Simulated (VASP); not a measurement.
# BaF2 (fluorite type) (Fm-3m) in VASP: further runs

Runs on BaF2 (fluorite type). Level: PBE. Tasks: single point, relaxation of cell and atoms.

All numbers are computed with VASP 6.6.1; they aren't measurements. Logs are shortened: lines on timing, memory, paths and dates and some standing lists are left out, and cuts for length are marked.

### 1 The cell of the first run

The structure is cubic, space group Fm-3m (No. 225). The conventional cell has a = 6.245 Å, b = 6.245 Å, c = 6.245 Å, α = 90.00°, β = 90.00°, γ = 90.00°. Ba (site symmetry m-3m) has 8 F at 2.70 Å within 3.6 Å. Within 3.6 Å of F (site symmetry -43m) lie 4 Ba at 2.70 Å and 6 F at 3.12 Å.

### 2 Single point, PBE

INCAR

```
  PREC = Accurate
  ENCUT = 600
  EDIFF = 1E-6
  ISMEAR = -1
  SIGMA = 0.05
  LREAL = F
  LASPH = T
  NELM = 120
  ALGO = Normal
  ISIF = 2
  LWAVE = F
  LCHARG = F
  GGA = PE
  NBANDS = 19
  GGA_COMPAT = F
```

KPOINTS

```
regular mesh
0
Gamma
  11 11 11
```

POSCAR

```
BaF2
1.0
    0.0000000000      3.1223474310      3.1223474310
    3.1223474310      0.0000000000      3.1223474310
    3.1223474310      3.1223474310      0.0000000000
Ba F
1 2
Direct
    0.0000000000      0.0000000000      0.0000000000
    0.2500000000      0.2500000000      0.2500000000
    0.7500000000      0.7500000000      0.7500000000
```

Potentials or basis: VASP PAW PBE potentials, release 64 (Ba_sv, F).

The run is started by

```bash
> cat potpaw_PBE.64/Ba_sv/POTCAR potpaw_PBE.64/F/POTCAR > POTCAR
> mpirun -np 1 vasp_std > vasp.out
```

OUTCAR:

```text
PREC = Accurate
   ENCUT = 600
   EDIFF = 1E-6
   ISMEAR = -1
   LREAL = F
   LASPH = T
   NELM = 120
   ISIF = 2
   GGA = PE

 ion  position               nearest neighbor table
   1  0.000  0.000  0.000-   2 2.70   3 2.70   3 2.70   3 2.70   3 2.70   2 2.70   2 2.70   2 2.70

   2  0.250  0.250  0.250-   1 2.70   1 2.70   1 2.70   1 2.70
   3  0.750  0.750  0.750-   1 2.70   1 2.70   1 2.70   1 2.70

  LATTYP: Found a face centered cubic cell.
 ALAT       =     6.2446948620

  Lattice vectors:

 A1 = (   0.0000000000,   3.1223474310,   3.1223474310)
 A2 = (   3.1223474310,   0.0000000000,   3.1223474310)
 A3 = (   3.1223474310,   3.1223474310,   0.0000000000)

Analysis of symmetry for initial positions (statically):
=====================================================================
 Subroutine PRICEL returns:
 Original cell was already a primitive cell.

 Routine SETGRP: Setting up the symmetry group for a
 face centered cubic supercell.

 Subroutine GETGRP returns: Found 48 space group operations
 (whereof 48 operations were pure point group operations)
 out of a pool of 48 trial point group operations.

The static configuration has the point symmetry O_h .

Analysis of symmetry for dynamics (positions and initial velocities):
=====================================================================
 Subroutine PRICEL returns:
 Original cell was already a primitive cell.

 Routine SETGRP: Setting up the symmetry group for a
 face centered cubic supercell.

 Subroutine GETGRP returns: Found 48 space group operations
 (whereof 48 operations were pure point group operations)
 out of a pool of 48 trial point group operations.

The dynamic configuration has the point symmetry O_h .

 Subroutine INISYM returns: Found 48 space group operations
 (whereof 48 operations are pure point group operations),
 and found     1 'primitive' translations

----------------------------------------------------------------------------------------

                                     Primitive cell

  volume of cell :      60.8799

  direct lattice vectors                    reciprocal lattice vectors
     0.000000000  3.122347431  3.122347431    -0.160135927  0.160135927  0.160135927
     3.122347431  0.000000000  3.122347431     0.160135927 -0.160135927  0.160135927
     3.122347431  3.122347431  0.000000000     0.160135927  0.160135927 -0.160135927

  length of vectors
     4.415666083  4.415666083  4.415666083     0.277363562  0.277363562  0.277363562

  position of ions in fractional coordinates (direct lattice)
     0.000000000  0.000000000  0.000000000
     0.250000000  0.250000000  0.250000000
     0.750000000  0.750000000  0.750000000

  ion indices of the primitive-cell ions
   primitive index   ion index
                 1           1
                 2           2
                 3           3

----------------------------------------------------------------------------------------

 KPOINTS: regular mesh

Automatic generation of k-mesh.
 Grid dimensions read from file:
 generate k-points for:   11   11   11

 Generating k-lattice:

  Cartesian coordinates                     Fractional coordinates (reciprocal lattice)
    -0.014557812  0.014557812  0.014557812     0.090909091  0.000000000  0.000000000
     0.014557812 -0.014557812  0.014557812     0.000000000  0.090909091  0.000000000
     0.014557812  0.014557812 -0.014557812     0.000000000  0.000000000  0.090909091

  Length of vectors
     0.025214869  0.025214869  0.025214869

  Shift w.r.t. Gamma in fractional coordinates (k-lattice)
     0.000000000  0.000000000  0.000000000

 Subroutine IBZKPT returns following result:
 ===========================================

 Found     56 irreducible k-points:

 Following reciprocal coordinates:
            Coordinates               Weight
  0.000000  0.000000  0.000000      1.000000
  0.090909  0.000000  0.000000      8.000000
  0.181818  0.000000  0.000000      8.000000
  0.272727  0.000000  0.000000      8.000000
  0.363636  0.000000  0.000000      8.000000
  0.454545  0.000000  0.000000      8.000000
[... 16 lines left out ...]
 -0.272727  0.181818  0.000000     24.000000
 -0.181818  0.181818  0.000000     12.000000
 [... further k-points ...]
   k-points           NKPTS =     56   k-points in BZ     NKDIM =     56   number of bands    NBANDS=     19
   number of dos      NEDOS =    301   number of ions     NIONS =      3
   total plane-waves  NPLWV =  46656
   dimension x,y,z NGX =    36 NGY =   36 NGZ =   36
   dimension x,y,z NGXF=    72 NGYF=   72 NGZF=   72
   ions per type =               1   2
   NGX,Y,Z   is equivalent  to a cutoff of  13.55, 13.55, 13.55 a.u.
   NGXF,Y,Z  is equivalent  to a cutoff of  27.11, 27.11, 27.11 a.u.
 SYSTEM =  unknown system
   PREC   = accura    normal or accurate (medium, high low for compatibility)
   ISTART =      0    job   : 0-new  1-cont  2-samecut
   ICHARG =      2    charge: 1-file 2-atom 10-const
   ISPIN  =      1    spin polarized calculation?
   LNONCOLLINEAR =      F non collinear calculations
   LSORBIT =      F    spin-orbit coupling
   LASPH  =      T    aspherical Exc in radial PAW
   ENCUT  =  600.0 eV  44.10 Ry    6.64 a.u.   8.82  8.82  8.82*2*pi/ulx,y,z
   NELM   =    120;   NELMIN=  2; NELMDL= -5     # of ELM steps
   EDIFF  = 0.1E-05   stopping-criterion for ELM
   LREAL  =      F    real-space projection
   EDIFFG = 0.1E-04   stopping-criterion for IOM
   NSW    =      0    number of steps for IOM
   IBRION =     -1    ionic relax: 0-MD 1-quasi-New 2-CG
   NFREE  =      0    steps in history (QN), initial steepest desc. (CG)
   ISIF   =      2    stress and relaxation
   ISYM   =      2    0-nonsym 1-usesym 2-fastsym
   POTIM  = 0.5000    time-step for ionic-motion
   TEBEG  =    0.0;   TEEND  =   0.0 temperature during run
   PSTRESS=    0.0 pullay stress
   NELECT =      24.0000    total number of electrons
   NUPDOWN=      -1.0000    fix difference up-down
   EMIN   =  10.00;   EMAX   =-10.00  energy-range for DOS
   EFERMI =   0.00;   METHOD = LEGACY
   ISMEAR =    -1;   SIGMA  =   0.05  broadening in eV -4-tet -1-fermi 0-gaus
   EFERMI_NEDOS =   21; number of points for ismear=-14 and -15
   IALGO  =     38    algorithm
   IMIX   =      4    mixing-type and parameters
     AMIX     =   0.40;   BMIX     =  1.00
     AMIX_MAG =   1.60;   BMIX_MAG =  1.00
  volume/ion in A,a.u.               =      20.29       136.95
  Fermi-wavevector in a.u.,A,eV,Ry     =   1.200385  2.268399 19.604975  1.440925
  Thomas-Fermi vector in A             =   2.336223
   LORBIT       =      0    0 simple, 1 ext, 2 COOP (PROOUT), +10 PAW based schemes
   GGA     = PE    functional components
   LHFCALC =     F    Hartree Fock is set to
   AEXX    =    0.0000 exact exchange contribution
   IVDW    =     0    specifies the selected vdW correction
   LEPSILON=     F    determine dielectric tensor
   LRPA    =     F    only Hartree local field effects (RPA)
 non-spin polarized calculation
  energy-cutoff  :      600.00
  volume of cell :       60.88
 maximum number of plane-waves:      2085
   NGX = 17   NGY = 17   NGZ = 17

 number of electron      24.0000013 magnetization

 Free energy of the ion-electron system (eV)
  ---------------------------------------------------
  ext. energy  EPLUGINS =         0.00000000
  ---------------------------------------------------
  free energy    TOTEN  =       -17.12796100 eV

  energy without entropy =      -17.12796100  energy(sigma->0) =      -17.12796100

 E-fermi :  -0.9717     XC(G=0):  -8.6026

 val. band max:       -2.1621369256   @ k =  -0.1818   0.1818   0.0000
 cond. band min:       4.5118431365   @ k =   0.0000   0.0000   0.0000
 fundamental gap:      6.6739800621
 Fermi energy:        -0.9717187442

 k-point     1 :       0.0000    0.0000    0.0000
  band No.  band energies     occupation
      1     -25.3154      2.00000
      2     -21.0581      2.00000
      3     -21.0363      2.00000
      4     -10.1820      2.00000
      5     -10.1820      2.00000
      6     -10.1820      2.00000
[... 11 lines left out ...]
     18       9.0565      0.00000
     19      13.1427      0.00000

 k-point     2 :       0.0909    0.0000    0.0000
  band No.  band energies     occupation
      1     -25.3015      2.00000
      2     -21.0655      2.00000
      3     -21.0538      2.00000
      4     -10.1962      2.00000
      5     -10.1940      2.00000
      6     -10.1940      2.00000
[... 11 lines left out ...]
     18       9.0639      0.00000
     19      12.7538      0.00000

 k-point     3 :       0.1818    0.0000    0.0000
  band No.  band energies     occupation
      1     -25.2633      2.00000
      2     -21.1069      2.00000
      3     -21.0806      2.00000
      4     -10.2322      2.00000
      5     -10.2257      2.00000
      6     -10.2257      2.00000
[... 11 lines left out ...]
     18       9.0896      0.00000
     19      11.9744      0.00000

 k-point     4 :       0.2727    0.0000    0.0000
  band No.  band energies     occupation
      1     -25.2118      2.00000
      2     -21.1748      2.00000
      3     -21.1035      2.00000
      4     -10.2750      2.00000
      5     -10.2663      2.00000
      6     -10.2663      2.00000
[... 407 lines left out ...]
     18       9.9226      0.00000
     19      11.5405      0.00000

 k-point    23 :      -0.2727    0.1818    0.0000
  band No.  band energies     occupation
      1     -25.1489      2.00000
      2     -21.2233      2.00000
      3     -21.1648      2.00000
      4     -10.3281      2.00000
      5     -10.3190      2.00000
      6     -10.3046      2.00000
[... 11 lines left out ...]
     18       9.7008      0.00000
     19      11.6598      0.00000

 k-point    24 :      -0.1818    0.1818    0.0000
  band No.  band energies     occupation
      1     -25.1943      2.00000
      2     -21.1761      2.00000
      3     -21.1329      2.00000
      4     -10.3181      2.00000
      5     -10.2733      2.00000
      6     -10.2593      2.00000
[... 11 lines left out ...]
     18       9.4189      0.00000
     19      11.8393      0.00000

 [... further k-points ...]

------------------------ aborting loop because EDIFF is reached ----------------------------------------

  FORCE on cell =-STRESS in cart. coord.  units (eV):
  Direction    XX          YY          ZZ          XY          YZ          ZX
  --------------------------------------------------------------------------------------
  -------------------------------------------------------------------------------------
  Total        0.3600930      0.3600930      0.3600930      0.0000000     -0.0000000     -0.0000000
  in kB        9.4765780      9.4765780      9.4765780      0.0000000     -0.0000000     -0.0000000
  external PRESSURE =       9.4765780 kB  Pullay stress =       0.0000000 kB

 VOLUME and BASIS-vectors are now :
 -----------------------------------------------------------------------------
  energy-cutoff  :      600.00
  volume of cell :       60.88
      direct lattice vectors                 reciprocal lattice vectors
     0.000000000  3.122347431  3.122347431    -0.160135927  0.160135927  0.160135927
     3.122347431  0.000000000  3.122347431     0.160135927 -0.160135927  0.160135927
     3.122347431  3.122347431  0.000000000     0.160135927  0.160135927 -0.160135927

 POSITION                                       TOTAL-FORCE (eV/Angst)
 -----------------------------------------------------------------------------------
      0.00000      0.00000      0.00000        -0.000000      0.000000      0.000000
      1.56117      1.56117      1.56117        -0.000000     -0.000000     -0.000000
      4.68352      4.68352      4.68352         0.000000      0.000000      0.000000
 -----------------------------------------------------------------------------------
    total drift:                                0.000000      0.000000      0.000000

  FREE ENERGIE OF THE ION-ELECTRON SYSTEM (eV)
  ---------------------------------------------------
  free  energy   TOTEN  =       -17.1279610041 eV

  energy  without entropy=      -17.1279610041  energy(sigma->0) =      -17.12796100
```

It took 1.8 min on 1 thread of Intel Xeon 8259CL, shared host; peak memory 0.25 GiB.

What came out:

- Free energy: -17.1280 eV
- Pressure: 0.9 GPa
- Band gap on the k mesh: 6.67 eV (least direct gap 6.74 eV)

Caveat: spin-orbit coupling is left out, which moves the levels of the heavy elements; an odd mesh through Γ misses points on the zone boundary, where band edges can lie.

### 3 Single point, PBE

INCAR

```
SYSTEM = BaF2
ALGO = Normal
EDIFF = 1E-6
ENCUT = 600
GGA = PE
GGA_COMPAT = .False.
ISIF = 2
ISMEAR = -1
LASPH = .True.
LCHARG = .True.
LELF = .True.
LREAL = .False.
LVHAR = .True.
LWAVE = .False.
NBANDS = 19
NELM = 120
PREC = Accurate
SIGMA = 0.05
```

KPOINTS

```
k-points
0
Gamma
  11 11 11
  0 0 0
```

POSCAR is that of step 2.

Potentials or basis: VASP PAW PBE potentials, release 64 (Ba_sv, F).

The run is started by

```bash
> cat potpaw_PBE.64/Ba_sv/POTCAR potpaw_PBE.64/F/POTCAR > POTCAR
> mpirun -np 1 vasp_std > vasp.out
```

It took 2.3 min on 1 thread of Intel Xeon 8259CL, shared host; peak memory 0.25 GiB.

It converged, with:

- Free energy: -17.1280 eV
- Pressure: 0.9 GPa
- Band gap on the k mesh: 6.67 eV (least direct gap 6.74 eV)

Levels at points of the mesh, in eV from the valence-band top:
```tsv
k point	band 8	band 9	band 10	band 11	band 12	band 13	band 14	band 15	band 16	band 17
(0.00, 0.00, 0.00)	-1.43	-1.43	-0.06	-0.06	-0.06	6.67	9.10	9.10	11.22	11.22
```

Caveat: spin-orbit coupling is left out, which moves the levels of the heavy elements; an odd mesh through Γ misses points on the zone boundary, where band edges can lie.

### 4 Relaxation of cell and atoms, PBE

This run uses another cell than the first one, of 17.55 Å³/atom.

INCAR

```
SYSTEM = BaF2
PREC     = Accurate       ! precision mode
ENCUT    = 600            ! plane-wave cutoff, eV
EDIFF    = 1E-7           ! SCF threshold, eV
ISMEAR   = -1             ! smearing method
SIGMA    = 0.05           ! smearing width, eV
LREAL    = .FALSE.        ! projectors in reciprocal space
LASPH    = .TRUE.         ! aspherical terms in the spheres
NELM     = 120            ! most SCF steps
ALGO     = Normal         ! electronic algorithm
ISIF     = 3              ! what is computed and relaxed
LWAVE    = .FALSE.        ! write WAVECAR
LCHARG   = .FALSE.        ! write CHGCAR
GGA      = PE             ! functional
IBRION   = 2              ! ionic algorithm
NSW      = 100            ! ionic steps
EDIFFG   = -0.005         ! ionic threshold
GGA_COMPAT= .FALSE.      
NELMIN   = 4
```

KPOINTS

```
regular mesh
0
G
  11 11 11
  0 0 0
```

POSCAR

```
BaF2
1.0
    0.0000000000      2.9746597290      2.9746597290
    2.9746597290      0.0000000000      2.9746597290
    2.9746597290      2.9746597290      0.0000000000
Ba F
1 2
Direct
    0.0000000000      0.0000000000      0.0000000000
    0.2500000000      0.2500000000      0.2500000000
    0.7500000000      0.7500000000      0.7500000000
```

The run is started by

```bash
> cat potpaw_PBE.64/Ba_sv/POTCAR potpaw_PBE.64/F/POTCAR > POTCAR
> mpirun -np 1 vasp_std > vasp.out
```

Wall time 7.1 min (1 thread of Intel Xeon 8259CL, shared host); peak memory 0.25 GiB.

Results (log left out):

| Property | Result |
| --- | --- |
| Free energy | -17.1194 eV |
| Relaxed volume | 20.68 Å³/atom |
| Relaxed cell | a = 4.444 Å, b = 4.444 Å, c = 4.444 Å, α = 60.00°, β = 60.00°, γ = 60.00° |
| Space group after relaxing (to 0.1 Å) | Fm-3m (No. 225) |
| Energy gained by relaxing | 108.4 meV/atom |
| Ionic steps | 5 |
| Pressure after relaxing | 0.0 GPa |
| Band gap on the k mesh | 6.59 eV (least direct gap 6.64 eV) |

The path:
```
step  energy change (eV)  largest force (eV/Å)  pressure (GPa)  volume (Å³)
   1              0.0000                0.0000           12.97        52.64
   2             -0.3129                0.0000           -1.73        64.22
   3             -0.3250                0.0000            0.10        61.92
   4             -0.3251                0.0000           -0.07        62.12
   5             -0.3251                0.0000            0.00        62.04
```

Final structure:
```
Ba F
1.0
     0.00000    3.14208    3.14208
     3.14208    0.00000    3.14208
     3.14208    3.14208    0.00000
Ba F
1 2
Direct
  0.00000 0.00000 0.00000
  0.25000 0.25000 0.25000
  0.75000 0.75000 0.75000
```

Levels at points of the mesh, in eV from the valence-band top:
| k point | band 8 | band 9 | band 10 | band 11 | band 12 | band 13 | band 14 | band 15 | band 16 |
| --- | --- | --- | --- | --- | --- | --- | --- | --- | --- |
| (0.00, 0.00, 0.00) | -1.37 | -1.37 | -0.06 | -0.06 | -0.06 | 6.59 | 9.03 | 9.03 | 11.07 |

Caveat: the volume moved by over 15 % at a fixed basis, so the end points are rough; spin-orbit coupling is left out, which moves the levels of the heavy elements; an odd mesh through Γ misses points on the zone boundary, where band edges can lie.
